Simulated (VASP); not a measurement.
# InSb3 (Pm-3m) in VASP: notebook

InSb3 is run at these levels: PBE; tasks: single point, relaxation of cell and atoms.

All numbers are computed with VASP 6.6.1; they aren't measurements. Logs are shortened: lines on timing, memory, paths and dates and some standing lists are left out, and cuts for length are marked.

### Step 1. The cell of the first run

Symmetry: Pm-3m, No. 221, cubic system. The conventional cell has a = 4.815 Å, b = 4.815 Å, c = 4.815 Å, α = 90.00°, β = 90.00°, γ = 90.00°. In (site symmetry m-3m) has 12 Sb at 3.41 Å within 4.5 Å. Within 4.5 Å of Sb (site symmetry 4/mmm) lie 4 In at 3.41 Å and 8 Sb at 3.41 Å.

### Step 2. Single point, PBE

Contents of INCAR:

```
SYSTEM = InSb3
ALGO = Normal
EDIFF = 1E-7
ENCUT = 520
GGA = PE
ISIF = 2
ISMEAR = 0
LASPH = .True.
LCHARG = .False.
LREAL = .False.
LWAVE = .False.
NBANDS = 22
NELM = 80
PREC = Accurate
SIGMA = 0.01
```

Contents of KPOINTS:

```
k-points
0
Gamma
  5 5 5
  0 0 0
```

Contents of POSCAR:

```
InSb3
1.0
    4.8154009931      0.0000000000      0.0000000000
    0.0000000000      4.8154009931      0.0000000000
    0.0000000000      0.0000000000      4.8154009931
In Sb
1 3
Direct
    0.0000000000      0.0000000000      0.0000000000
    0.5000000000      0.0000000000      0.5000000000
    0.0000000000      0.5000000000      0.5000000000
    0.5000000000      0.5000000000      0.0000000000
```

Potentials or basis: VASP PAW PBE potentials, release 64 (In_d, Sb).

Command:

```
$ cat potpaw_PBE.64/In_d/POTCAR potpaw_PBE.64/Sb/POTCAR > POTCAR
$ mpirun -np 1 vasp_std > vasp.out
```

OUTCAR:

```text
SYSTEM = InSb3
   EDIFF = 1E-7
   ENCUT = 520
   GGA = PE
   ISIF = 2
   ISMEAR = 0
   LASPH = .True.
   LREAL = .False.
   NELM = 80
   PREC = Accurate

 ion  position               nearest neighbor table
   1  0.000  0.000  0.000-   2 3.41   3 3.41   4 3.41   2 3.41   3 3.41   3 3.41   4 3.41   3 3.41
                             2 3.41   4 3.41   2 3.41   4 3.41
   2  0.500  0.000  0.500-   1 3.41   3 3.41   4 3.41   1 3.41   4 3.41   3 3.41   4 3.41   4 3.41
                             1 3.41   3 3.41   1 3.41   3 3.41
   3  0.000  0.500  0.500-   1 3.41   2 3.41   4 3.41   1 3.41   4 3.41   1 3.41   2 3.41   1 3.41
                             2 3.41   4 3.41   4 3.41   2 3.41
   4  0.500  0.500  0.000-   1 3.41   2 3.41   3 3.41   2 3.41   3 3.41   1 3.41   2 3.41   2 3.41
                             1 3.41   3 3.41   3 3.41   1 3.41

  LATTYP: Found a simple cubic cell.
 ALAT       =     4.8154009931

  Lattice vectors:

 A1 = (   4.8154009931,   0.0000000000,   0.0000000000)
 A2 = (   0.0000000000,   4.8154009931,   0.0000000000)
 A3 = (   0.0000000000,   0.0000000000,   4.8154009931)

Analysis of symmetry for initial positions (statically):
=====================================================================
 Subroutine PRICEL returns:
 Original cell was already a primitive cell.

 Routine SETGRP: Setting up the symmetry group for a
 simple cubic supercell.

 Subroutine GETGRP returns: Found 48 space group operations
 (whereof 48 operations were pure point group operations)
 out of a pool of 48 trial point group operations.

The static configuration has the point symmetry O_h .

Analysis of symmetry for dynamics (positions and initial velocities):
=====================================================================
 Subroutine PRICEL returns:
 Original cell was already a primitive cell.

 Routine SETGRP: Setting up the symmetry group for a
 simple cubic supercell.

 Subroutine GETGRP returns: Found 48 space group operations
 (whereof 48 operations were pure point group operations)
 out of a pool of 48 trial point group operations.

The dynamic configuration has the point symmetry O_h .

 Subroutine INISYM returns: Found 48 space group operations
 (whereof 48 operations are pure point group operations),
 and found     1 'primitive' translations

----------------------------------------------------------------------------------------

                                     Primitive cell

  volume of cell :     111.6599

  direct lattice vectors                    reciprocal lattice vectors
     4.815400993  0.000000000  0.000000000     0.207667025  0.000000000  0.000000000
     0.000000000  4.815400993  0.000000000     0.000000000  0.207667025  0.000000000
     0.000000000  0.000000000  4.815400993     0.000000000  0.000000000  0.207667025

  length of vectors
     4.815400993  4.815400993  4.815400993     0.207667025  0.207667025  0.207667025

  position of ions in fractional coordinates (direct lattice)
     0.000000000  0.000000000  0.000000000
     0.500000000  0.000000000  0.500000000
     0.000000000  0.500000000  0.500000000
     0.500000000  0.500000000  0.000000000

  ion indices of the primitive-cell ions
   primitive index   ion index
                 1           1
                 2           2
                 3           3
                 4           4

----------------------------------------------------------------------------------------

 KPOINTS: k-points

Automatic generation of k-mesh.
 Grid dimensions read from file:
 generate k-points for:    5    5    5

 Generating k-lattice:

  Cartesian coordinates                     Fractional coordinates (reciprocal lattice)
     0.041533405  0.000000000  0.000000000     0.200000000  0.000000000  0.000000000
     0.000000000  0.041533405  0.000000000     0.000000000  0.200000000  0.000000000
     0.000000000  0.000000000  0.041533405     0.000000000  0.000000000  0.200000000

  Length of vectors
     0.041533405  0.041533405  0.041533405

  Shift w.r.t. Gamma in fractional coordinates (k-lattice)
     0.000000000  0.000000000  0.000000000

 Subroutine IBZKPT returns following result:
 ===========================================

 Found     10 irreducible k-points:

 Following reciprocal coordinates:
            Coordinates               Weight
  0.000000  0.000000  0.000000      1.000000
  0.200000  0.000000  0.000000      6.000000
  0.400000  0.000000  0.000000      6.000000
  0.200000  0.200000  0.000000     12.000000
  0.400000  0.200000  0.000000     24.000000
  0.400000  0.400000  0.000000     12.000000
  0.200000  0.200000  0.200000      8.000000
  0.400000  0.200000  0.200000     24.000000
  0.400000  0.400000  0.200000     24.000000
  0.400000  0.400000  0.400000      8.000000
   k-points           NKPTS =     10   k-points in BZ     NKDIM =     10   number of bands    NBANDS=     22
   number of dos      NEDOS =    301   number of ions     NIONS =      4
   total plane-waves  NPLWV =  46656
   dimension x,y,z NGX =    36 NGY =   36 NGZ =   36
   dimension x,y,z NGXF=    72 NGYF=   72 NGZF=   72
   ions per type =               1   3
   NGX,Y,Z   is equivalent  to a cutoff of  12.43, 12.43, 12.43 a.u.
   NGXF,Y,Z  is equivalent  to a cutoff of  24.86, 24.86, 24.86 a.u.
 SYSTEM =  InSb3
   PREC   = accura    normal or accurate (medium, high low for compatibility)
   ISTART =      0    job   : 0-new  1-cont  2-samecut
   ICHARG =      2    charge: 1-file 2-atom 10-const
   ISPIN  =      1    spin polarized calculation?
   LNONCOLLINEAR =      F non collinear calculations
   LSORBIT =      F    spin-orbit coupling
   LASPH  =      T    aspherical Exc in radial PAW
   ENCUT  =  520.0 eV  38.22 Ry    6.18 a.u.   8.95  8.95  8.95*2*pi/ulx,y,z
   NELM   =     80;   NELMIN=  2; NELMDL= -5     # of ELM steps
   EDIFF  = 0.1E-06   stopping-criterion for ELM
   LREAL  =      F    real-space projection
   EDIFFG = 0.1E-05   stopping-criterion for IOM
   NSW    =      0    number of steps for IOM
   IBRION =     -1    ionic relax: 0-MD 1-quasi-New 2-CG
   NFREE  =      0    steps in history (QN), initial steepest desc. (CG)
   ISIF   =      2    stress and relaxation
   ISYM   =      2    0-nonsym 1-usesym 2-fastsym
   POTIM  = 0.5000    time-step for ionic-motion
   TEBEG  =    0.0;   TEEND  =   0.0 temperature during run
   PSTRESS=    0.0 pullay stress
   NELECT =      28.0000    total number of electrons
   NUPDOWN=      -1.0000    fix difference up-down
   EMIN   =  10.00;   EMAX   =-10.00  energy-range for DOS
   EFERMI =   0.00;   METHOD = LEGACY
   ISMEAR =     0;   SIGMA  =   0.01  broadening in eV -4-tet -1-fermi 0-gaus
   EFERMI_NEDOS =   21; number of points for ismear=-14 and -15
   IALGO  =     38    algorithm
   IMIX   =      4    mixing-type and parameters
     AMIX     =   0.40;   BMIX     =  1.00
     AMIX_MAG =   1.60;   BMIX_MAG =  1.00
  volume/ion in A,a.u.               =      27.91       188.38
  Fermi-wavevector in a.u.,A,eV,Ry     =   1.032353  1.950865 14.500457  1.065753
  Thomas-Fermi vector in A             =   2.166547
   LORBIT       =      0    0 simple, 1 ext, 2 COOP (PROOUT), +10 PAW based schemes
   GGA     = PE    functional components
   LHFCALC =     F    Hartree Fock is set to
   AEXX    =    0.0000 exact exchange contribution
   IVDW    =     0    specifies the selected vdW correction
   LEPSILON=     F    determine dielectric tensor
   LRPA    =     F    only Hartree local field effects (RPA)
 non-spin polarized calculation
 Gauss-broadening in eV      SIGMA  =   0.01
  energy-cutoff  :      520.00
  volume of cell :      111.66
 maximum number of plane-waves:      3034
 NGX is ok and might be reduce to    36
   NGX = 17   NGY = 17   NGZ = 17

 number of electron      28.0000006 magnetization

 Free energy of the ion-electron system (eV)
  ---------------------------------------------------
  ext. energy  EPLUGINS =         0.00000000
  ---------------------------------------------------
  free energy    TOTEN  =       -14.18070554 eV

  energy without entropy =      -14.17964602  energy(sigma->0) =      -14.18017578

 E-fermi :   7.7950     XC(G=0): -10.0345

 val. band max:        7.5729024633   @ k =   0.2000   0.0000   0.0000
 cond. band min:       7.7964680035   @ k =   0.4000   0.4000   0.2000
 fundamental gap:      0.2235655402
 Fermi energy:         7.7949800501

 k-point     1 :       0.0000    0.0000    0.0000
  band No.  band energies     occupation
      1      -6.8502      2.00000
      2      -6.8502      2.00000
      3      -6.8345      2.00000
      4      -6.8345      2.00000
      5      -6.8345      2.00000
      6      -4.3457      2.00000
[... 14 lines left out ...]
     21      12.6962      0.00000
     22      12.9395      0.00000

 k-point     2 :       0.2000    0.0000    0.0000
  band No.  band energies     occupation
      1      -6.8484      2.00000
      2      -6.8450      2.00000
      3      -6.8382      2.00000
      4      -6.8382      2.00000
      5      -6.8344      2.00000
      6      -4.1051      2.00000
[... 14 lines left out ...]
     21      13.3339      0.00000
     22      13.3784      0.00000

 k-point     3 :       0.4000    0.0000    0.0000
  band No.  band energies     occupation
      1      -6.8456      2.00000
      2      -6.8441      2.00000
      3      -6.8441      2.00000
      4      -6.8366      2.00000
      5      -6.8342      2.00000
      6      -3.4372      2.00000
[... 14 lines left out ...]
     21      12.0249      0.00000
     22      13.6482      0.00000
[... 126 lines left out ...]
 k-point     9 :       0.4000    0.4000    0.2000
  band No.  band energies     occupation
      1      -6.8632      2.00000
      2      -6.8503      2.00000
      3      -6.8500      2.00000
      4      -6.8321      2.00000
      5      -6.8235      2.00000
      6      -2.3165      2.00000
[... 14 lines left out ...]
     21      13.4356      0.00000
     22      14.7013      0.00000

 k-point    10 :       0.4000    0.4000    0.4000
  band No.  band energies     occupation
      1      -6.8619      2.00000
      2      -6.8609      2.00000
      3      -6.8609      2.00000
      4      -6.8223      2.00000
      5      -6.8223      2.00000
      6      -1.7608      2.00000
[... 14 lines left out ...]
     21      13.6850      0.00000
     22      15.3715      0.00000

------------------------ aborting loop because EDIFF is reached ----------------------------------------

  FORCE on cell =-STRESS in cart. coord.  units (eV):
  Direction    XX          YY          ZZ          XY          YZ          ZX
  --------------------------------------------------------------------------------------
  -------------------------------------------------------------------------------------
  Total       -0.0600181     -0.0600181     -0.0600181     -0.0000000     -0.0000000      0.0000000
  in kB       -0.8611834     -0.8611834     -0.8611834     -0.0000000     -0.0000000      0.0000000
  external PRESSURE =      -0.8611834 kB  Pullay stress =       0.0000000 kB

 VOLUME and BASIS-vectors are now :
 -----------------------------------------------------------------------------
  energy-cutoff  :      520.00
  volume of cell :      111.66
      direct lattice vectors                 reciprocal lattice vectors
     4.815400993  0.000000000  0.000000000     0.207667025  0.000000000  0.000000000
     0.000000000  4.815400993  0.000000000     0.000000000  0.207667025  0.000000000
     0.000000000  0.000000000  4.815400993     0.000000000  0.000000000  0.207667025

 POSITION                                       TOTAL-FORCE (eV/Angst)
 -----------------------------------------------------------------------------------
      0.00000      0.00000      0.00000         0.000000      0.000000      0.000000
      2.40770      0.00000      2.40770         0.000000      0.000000      0.000000
      0.00000      2.40770      2.40770         0.000000      0.000000      0.000000
      2.40770      2.40770      0.00000         0.000000      0.000000      0.000000
 -----------------------------------------------------------------------------------
    total drift:                                0.000000     -0.000000     -0.000000

  FREE ENERGIE OF THE ION-ELECTRON SYSTEM (eV)
  ---------------------------------------------------
  free  energy   TOTEN  =       -14.1807055405 eV

  energy  without entropy=      -14.1796460160  energy(sigma->0) =      -14.18017578
```

Run time: 21 s. Hardware: 1 thread of Intel Xeon Platinum 8488C (Sapphire Rapids), shared host; peak memory 0.21 GiB.

What came out:

```
Free energy            : -14.1807 eV
Pressure               : -0.1 GPa
Band gap on the k mesh : zero (band 14 reaches 10.15 eV, above the bottom of band 15 at 7.06 eV)
```

Caveat: spin-orbit coupling is left out, which moves the levels of the heavy elements.

### Step 3. Relaxation of cell and atoms, PBE

This run uses another cell than the first one, of 27.76 Å³/atom, 0.994 times its volume.

Contents of INCAR:

```
SYSTEM = InSb3
ALGO = Normal ; EDIFF = 1E-6
EDIFFG = -0.02 ; ENCUT = 600
GGA = PE ; IBRION = 2
ISIF = 3 ; ISMEAR = 0
LASPH = .True. ; LCHARG = .False.
LREAL = .False. ; LWAVE = .False.
NELM = 80 ; NSW = 60
PREC = Accurate ; SIGMA = 0.01
```

KPOINTS is that of step 2.

Contents of POSCAR:

```
InSb3
1.0
    4.8063670000      0.0000000000      0.0000000000
    0.0000000000      4.8063670000      0.0000000000
    0.0000000000      0.0000000000      4.8063670000
In Sb
1 3
Direct
    0.0000000000      0.0000000000      0.0000000000
    0.5000000000      0.0000000000      0.5000000000
    0.0000000000      0.5000000000      0.5000000000
    0.5000000000      0.5000000000      0.0000000000
```

Potentials or basis: VASP PAW PBE potentials, release 64 (In_d, Sb).

Command:

```
$ cat potpaw_PBE.64/In_d/POTCAR potpaw_PBE.64/Sb/POTCAR > POTCAR
$ mpirun -np 1 vasp_std > vasp.out
```

It took 45 s on 1 thread of Intel Xeon Platinum 8488C (Sapphire Rapids), shared host; peak memory 0.25 GiB.

It converged, with:

```
Free energy                            : -14.1807 eV
Relaxed volume                         : 27.91 Å³/atom
Relaxed cell                           : a = 4.815 Å, b = 4.815 Å, c = 4.815 Å, α = 90.00°, β = 90.00°, γ = 90.00°
Space group after relaxing (to 0.05 Å) : Pm-3m (No. 221)
Energy gained by relaxing              : 0.1 meV/atom
Ionic steps                            : 2
Pressure after relaxing                : -0.1 GPa
Band gap on the k mesh                 : zero (band 14 reaches 10.15 eV, above the bottom of band 15 at 7.06 eV)
```

The path:
```tsv
step	energy change (eV)	largest force (eV/Å)	pressure (GPa)	volume (Å³)
1	0.0000	0.0000	0.22	111.03
2	-0.0003	0.0000	-0.08	111.66
```

Final structure:
```cif
data_structure
_symmetry_space_group_name_H-M 'P 1'
_symmetry_Int_Tables_number 1
_cell_length_a 4.8154
_cell_length_b 4.8154
_cell_length_c 4.8154
_cell_angle_alpha 90.000
_cell_angle_beta 90.000
_cell_angle_gamma 90.000
_cell_volume 111.66
loop_
_atom_site_label
_atom_site_type_symbol
_atom_site_fract_x
_atom_site_fract_y
_atom_site_fract_z
_atom_site_occupancy
In1 In 0.00000 0.00000 0.00000 1
Sb1 Sb 0.50000 0.00000 0.50000 1
Sb2 Sb 0.00000 0.50000 0.50000 1
Sb3 Sb 0.50000 0.50000 0.00000 1
```

Levels at points of the mesh, in eV from the Fermi level:
```csv
k point,band 12,band 13,band 14,band 15,band 16,band 17
"(0.00, 0.00, 0.00)",-3.64,0.42,0.42,0.42,1.70,1.70
```

Caveat: spin-orbit coupling is left out, which moves the levels of the heavy elements.
